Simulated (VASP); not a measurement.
Set up this calculation in VASP 6.6.1, as the native input.

```yaml
Task: single point
Functional: PBE
Potentials_or_basis: VASP PAW PBE potentials, release 64 (K_sv)
Cutoff: 520 eV
k_mesh: 4 × 4 × 4
Occupations: gaussian, width 0.1 eV
Spin: no spin polarisation
Dipole_correction: no
Further_INCAR_settings: ALGO = Normal; EDIFF = 1e-06; NBANDS = 16
```

The structure of K lies in POSCAR:

```
K
1.0
   -4.1602502117      4.1602502117      2.2694932864
    4.1602502117     -4.1602502117      2.2694932864
    4.1602502117      4.1602502117     -2.2694932864
K
2
Direct
    0.0000000000      0.0000000000      0.0000000000
    0.7500000000      0.2500000000      0.5000000000
```

These files were run (other wordings do the same):

INCAR

```
SYSTEM = K
  PREC = Accurate
  ENCUT = 520
  EDIFF = 1E-6
  ISMEAR = 0
  SIGMA = 0.1
  LREAL = .FALSE.
  LASPH = .TRUE.
  NELM = 100
  ALGO = Normal
  ISIF = 2
  LWAVE = .FALSE.
  LCHARG = .TRUE.
  GGA = PE
  LELF = .TRUE.
  LVHAR = .TRUE.
  NBANDS = 16
```

KPOINTS

```
Automatic mesh
0
G
  4 4 4
  0 0 0
```

Potentials or basis: VASP PAW PBE potentials, release 64 (K_sv).

Run with:

```bash
$ cat potpaw_PBE.64/K_sv/POTCAR > POTCAR
$ mpirun -np 1 vasp_std > vasp.out
```

It gave:

```
Pressure               : -0.1 GPa
Band gap on the k mesh : zero (band 9 reaches 0.53 eV, above the bottom of band 10 at -1.12 eV)
```

Caveat: the k points lie up to 0.39 Å⁻¹ apart.

Wall time 110 s on 1 thread of AMD EPYC 7R13, on a shared host, peak memory 0.28 GiB.
